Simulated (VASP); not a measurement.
SiC: single point with PBE

The system is SiC.

```
CELL_PARAMETERS angstrom
0.00000 2.24339 2.13444
2.24339 0.00000 2.13444
2.24339 2.24339 0.00000
ATOMIC_POSITIONS crystal
Si 0.00000 0.00000 0.00000
C 0.25000 0.25000 0.25000
```

This cell differs from its parent crystal: epitaxial xy strain +3.0%.

```json
{
 "Program": "VASP 6.6.1",
 "Task": "single point",
 "Functional": "PBE",
 "Potentials or basis": "VASP PAW PBE potentials, release 64 (Si, C)",
 "Cutoff": "520 eV",
 "k mesh": "6 × 6 × 6",
 "Occupations": "gaussian, width 0.01 eV",
 "Spin": "no spin polarisation"
}
```

```
Pressure               : -4.8 GPa
Band gap on the k mesh : 0.90 eV, indirect (least direct gap 4.44 eV)
```

Stress tensor (GPa, compression positive):
```
-8.60  0.00  0.00
 0.00 -8.60  0.00
 0.00  0.00  2.84
```

Levels at points of the mesh, in eV from the valence-band top:
| k point | band 1 | band 2 | band 3 | band 4 | band 5 | band 6 | band 7 | band 8 |
| --- | --- | --- | --- | --- | --- | --- | --- | --- |
| (0.00, 0.00, 0.00) | -15.33 | -0.31 | -0.31 | 0.00 | 5.57 | 6.74 | 6.89 | 6.89 |
| (0.50, 0.00, 0.00) | -11.89 | -8.54 | -1.53 | -0.98 | 4.72 | 6.51 | 7.39 | 9.67 |
| (0.50, 0.50, 0.00) | -10.23 | -7.49 | -3.66 | -3.66 | 0.90 | 3.41 | 13.25 | 13.25 |
| (0.50, 0.00, 0.50) | -10.60 | -8.09 | -3.18 | -3.10 | 1.34 | 4.26 | 12.70 | 13.75 |

Wall time 9.4 s on 1 thread of Intel Xeon 8259CL, with other jobs on the host, peak memory 0.13 GiB.

Caveat: the cell differs from its parent crystal (epitaxial xy strain +3.0%). A k mesh can miss the band edges.
